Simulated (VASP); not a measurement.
Crystal: Hf.

```
Hf
1.0
     1.77500    1.77500    1.77500
    -1.77500    1.77500    1.77500
    -1.77500   -1.77500    1.77500
Hf
1
Direct
  0.00000 0.00000 0.00000
```

| Quantity | Value |
| --- | --- |
| Program | VASP 6.6.1 |
| Task | relaxation of cell and atoms |
| Functional | LDA |
| Potentials or basis | VASP PAW LDA potentials, release 64 (Hf_pv) |
| Cutoff | 600 eV |
| k mesh | 9 × 9 × 9 |
| Occupations | fermi-dirac, width 0.1 eV |
| Spin | no spin polarisation |

At the start: pressure -8.7 GPa; volume 22.37 Å³/atom.

Task: How do energy, volume and symmetry change on relaxing?

Result: Over 4 steps the energy falls by 56.3 meV/atom and the volume is 20.41 Å³/atom (-8.8 %); space group Im-3m (No. 229, to 0.05 Å).

The path:
```csv
step,energy change (eV),largest force (eV/Å),pressure (GPa),volume (Å³)
1,0.0000,0.0000,-8.66,22.37
2,0.0027,0.0000,11.75,18.68
3,-0.0563,0.0000,-0.15,20.44
4,-0.0563,0.0000,0.04,20.41
```

Final structure:
```
CELL_PARAMETERS angstrom
1.72151 1.72151 1.72151
-1.72151 1.72151 1.72151
-1.72151 -1.72151 1.72151
ATOMIC_POSITIONS crystal
Hf 0.00000 0.00000 0.00000
```
